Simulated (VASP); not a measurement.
**BN (ke600): single point with LDA**

The system is BN (ke600).

```
B N
1.0
     2.52278    0.00000    0.00000
    -1.26139    2.18479    0.00000
     0.00000    0.00000    4.17446
B N
2 2
Direct
  0.66667 0.33333 0.99971
  0.33333 0.66667 0.49971
  0.66667 0.33333 0.62529
  0.33333 0.66667 0.12529
```

| Quantity | Value |
| --- | --- |
| Program | VASP 6.6.1 |
| Task | single point |
| Functional | LDA |
| Potentials or basis | VASP PAW LDA potentials, release 64 (B_h, N_h) |
| Cutoff | 910 eV |
| k mesh | 12 × 12 × 6 |
| Occupations | gaussian, width 0.02 eV |
| Spin | no spin polarisation |

```yaml
Pressure: 0.6 GPa
Largest_force: 0.005 eV/Å
Band_gap_on_the_k_mesh: 4.91 eV, indirect (least direct gap 8.28 eV)
```

Forces in eV/Å, atoms in the order of the input:
```
B    0.000  0.000 -0.005
B    0.000  0.000 -0.005
N    0.000  0.000  0.005
N    0.000  0.000  0.005
```

Levels at points of the mesh, in eV from the valence-band top:
| k point | band 6 | band 7 | band 8 | band 9 | band 10 | band 11 |
| --- | --- | --- | --- | --- | --- | --- |
| (0.00, 0.00, 0.00) | -0.29 | 0.00 | 0.00 | 8.35 | 8.35 | 8.63 |
| (0.50, 0.00, 0.00) | -5.14 | -4.60 | -2.18 | 6.72 | 7.89 | 10.61 |
| (0.00, 0.00, 0.50) | -1.21 | -1.21 | -1.21 | 9.71 | 9.71 | 9.94 |
| (0.50, 0.00, 0.50) | -3.89 | -3.67 | -3.67 | 6.59 | 6.59 | 10.15 |

Run time: 46 s on 1 thread of AMD EPYC 9R45 (Zen 5) (shared host), peak memory 0.15 GiB.

Caveat: the cutoff is under 1.25 times the usual one of these potentials, so pressure, stress and relaxed cells hold a basis-set (Pulay) error. A k mesh can miss the band edges.
